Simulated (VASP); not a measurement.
**Cu: single point with r2SCAN0**

Cu:

```xyz
1
Lattice="2.3691 0.0000 0.0000 0.0000 2.3691 0.0000 0.0000 0.0000 2.3691" Properties=species:S:1:pos:R:3 pbc="T T T"
Cu    0.0000    0.0000    0.0000
```

```json
{
 "Program": "VASP 6.6.1",
 "Task": "single point",
 "Functional": "r2SCAN0",
 "Potentials or basis": "VASP PAW PBE potentials, release 64 (Cu)",
 "Cutoff": "520 eV",
 "k mesh": "7 × 7 × 7",
 "Occupations": "fermi-dirac, width 0.1 eV",
 "Spin": "no spin polarisation",
 "Dipole correction": "no",
 "Grid for exact exchange (PRECFOCK)": "Normal",
 "Further INCAR settings": "ALGO = Normal; EDIFF = 1e-07; NBANDS = 12"
}
```

- Pressure: 1.3 GPa

Levels at points of the mesh, in eV from the Fermi level:
```tsv
k point	band 3	band 4	band 5	band 6	band 7	band 8	band 9	band 10
(0.00, 0.00, 0.00)	-6.09	-3.36	-3.36	-3.36	20.27	20.27	20.27	23.85
```

It took 7.6 min on 1 thread of Intel(R) Xeon(R) Platinum 8488C (Sapphire Rapids), with other jobs on the host, peak memory 0.13 GiB.

Caveat: the k points lie up to 0.38 Å⁻¹ apart; the PAW data sets were made with another functional, which shifts forces and pressure a little.
